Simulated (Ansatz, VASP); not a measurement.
**One calculation of Al, two programs**

```
CELL_PARAMETERS angstrom
0.00000 2.01991 2.01991
2.01991 0.00000 2.01991
2.01991 2.01991 0.00000
ATOMIC_POSITIONS crystal
Al 0.00000 0.00000 0.00000
```

Alike in both runs: task single point; functional PBE; k mesh 34 × 34 × 34; no spin polarisation.

|  | VASP | Ansatz |
| --- | --- | --- |
| version | VASP 6.6.1 | Ansatz 0.2.0 |
| potentials or method | VASP PAW PBE potentials, release 64 (Al) | plane-wave PAW, scalar-relativistic |
| plane-wave cutoff (eV) | 520 | 420 |
| occupations | methfessel-paxton of order 1, width 0.1 eV | cold, width 0.1 eV |
| valence electrons in the cell | 3 | 3 |

```csv
,VASP,Ansatz,Ansatz less VASP
pressure (GPa),0.0,0.0,+0.01
```
